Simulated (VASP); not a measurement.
## Ge: single point with PBEsol

The system is Ge.

```
CELL_PARAMETERS angstrom
5.04700 2.91389 2.18703
-5.04700 2.91389 2.18703
0.00000 -5.82777 2.18703
ATOMIC_POSITIONS crystal
Ge 0.71602 0.71602 0.71602
Ge 0.28398 0.28398 0.28398
Ge 0.03029 0.72620 0.53379
Ge 0.53379 0.03029 0.72620
Ge 0.72620 0.53379 0.03029
Ge 0.96971 0.27380 0.46621
Ge 0.46621 0.96971 0.27380
Ge 0.27380 0.46621 0.96971
```

```
Program             : VASP 6.6.1
Task                : single point
Functional          : PBEsol
Potentials or basis : VASP PAW PBE potentials, release 64 (Ge_d)
Cutoff              : 520 eV
k mesh              : 9 × 9 × 9
Occupations         : gaussian, width 0.15 eV
Spin                : no spin polarisation
```

```yaml
Pressure: -7.5 GPa
Largest_force: 0.701 eV/Å
Band_gap_on_the_k_mesh: zero (bands 56 and 57 overlap by 0.65 eV)
```

Forces in eV/Å, atoms in the order of the input:
```
Ge   0.000  0.000 -0.701
Ge   0.000  0.000  0.701
Ge   0.212  0.138 -0.231
Ge  -0.225  0.114 -0.231
Ge   0.014 -0.252 -0.231
Ge  -0.212 -0.138  0.231
Ge   0.225 -0.114  0.231
Ge  -0.014  0.252  0.231
```

Stress tensor (GPa, compression positive):
```
 -5.29   0.00   0.00
  0.00  -5.29   0.00
  0.00   0.00 -11.84
```

Levels at points of the mesh, in eV from the Fermi level:
```tsv
k point	band 52	band 53	band 54	band 55	band 56	band 57	band 58	band 59	band 60	band 61
(0.00, 0.00, 0.00)	-2.87	-2.87	-0.97	-0.97	-0.33	1.22	1.51	1.51	3.36	3.36
```

Run time: 12 min on 4 MPI ranks on Oxide Virtual Turin-like Processor (shared host), peak memory 1 GiB a rank.

Caveat: the stress differs along the axes, from -12 to -5 GPa; semilocal functionals underestimate gaps, and a narrow one can read as zero; the PAW data sets were made with another functional, which shifts forces and pressure a little.
